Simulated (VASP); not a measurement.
Set up this calculation in VASP 6.6.1, as the native input.

| Quantity | Value |
| --- | --- |
| Task | single point |
| Functional | LDA |
| Potentials or basis | VASP PAW LDA potentials, release 64 (Ba_sv, Ti_sv, O) |
| Cutoff | 600 eV |
| k mesh | 8 × 8 × 8 |
| Occupations | gaussian, width 0.02 eV |
| Spin | no spin polarisation |
| Dipole correction | no |
| Further INCAR settings | ALGO = Normal; EDIFF = 1e-06; NBANDS = 28 |

The structure of BaTiO3 (eos) lies in POSCAR:

```
BaTiO3
1.0
    3.8541780627      0.0000000000      0.0000000000
    0.0000000000      3.8541780627      0.0000000000
    0.0000000000      0.0000000000      3.8541780627
Ba Ti O
1 1 3
Direct
    0.0000000000      0.0000000000      0.0000000000
    0.5000000000      0.5000000000      0.5000000000
    0.5000000000      0.5000000000      0.0000000000
    0.0000000000      0.5000000000      0.5000000000
    0.5000000000      0.0000000000      0.5000000000
```

This cell differs from its parent crystal: volume scaled by 0.94.

One way to write it, as run:

INCAR

```
PREC = Accurate
ENCUT = 600
EDIFF = 1E-6
ISMEAR = 0
SIGMA = 0.02
LREAL = F
LASPH = T
NELM = 120
ALGO = Normal
ISIF = 2
LWAVE = F
LCHARG = F
NBANDS = 28
GGA_COMPAT = F
```

KPOINTS

```
Automatic mesh
0
Gamma
  8 8 8
```

Potentials or basis: VASP PAW LDA potentials, release 64 (Ba_sv, Ti_sv, O).

Launch:

```console
$ cat potpaw_LDA.64/Ba_sv/POTCAR potpaw_LDA.64/Ti_sv/POTCAR potpaw_LDA.64/O/POTCAR > POTCAR
$ mpirun -np 1 vasp_std > vasp.out
```

It gave:

The pressure is 16.9 GPa and the band gap on the k mesh is 1.86 eV, indirect (least direct gap 1.87 eV).

Caveat: spin-orbit coupling is left out, which moves the levels of the heavy elements.

It took 100 s on 1 thread of Intel Xeon 8259CL, with other jobs on the host, peak memory 0.2 GiB.
